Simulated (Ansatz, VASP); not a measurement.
**One calculation of MgO, two programs**

```xyz
4
Lattice="3.3258 0.0000 0.0000 -1.6629 2.8802 0.0000 0.0000 0.0000 4.9521" Properties=species:S:1:pos:R:3 pbc="T T T"
Mg    0.0000    1.9202   -0.0403
Mg    1.6629    0.9601    2.4358
O     0.0000    1.9202    1.9855
O     1.6629    0.9601    4.4616
```

Alike in both runs: task single point; functional PBEsol; k mesh 9 × 9 × 6; occupations gaussian, width 0.05 eV; no spin polarisation.

|  | VASP | Ansatz |
| --- | --- | --- |
| version | VASP 6.6.1 | Ansatz 0.2.0 |
| potentials or method | VASP PAW PBE potentials, release 64 (Mg, O), cutoff 520 eV | scalar-relativistic, plane waves, PAW |
| valence electrons in the cell | 16 | 32 |

```csv
,VASP,Ansatz,Ansatz less VASP
gap on the k mesh at the Fermi level (eV),3.24,3.24,+0.006
least direct gap on the mesh (eV),3.24,3.24,+0.006
pressure (GPa),-0.9,-0.6,+0.32
"traceless stress, the component that is largest in VASP (GPa)",-1.35,-1.36,-0.009
rms of the force components (eV/Å),0.087,0.085,-0.0021
```

VASP's potentials were made for PBE, not for PBEsol, and Ansatz warns of the same on its side. Atom by atom the forces differ by 0.002 eV/Å (rms over components). VASP's potentials hold 16 valence electrons a cell and Ansatz's 32, so a difference there can come from the potentials and not from the codes.
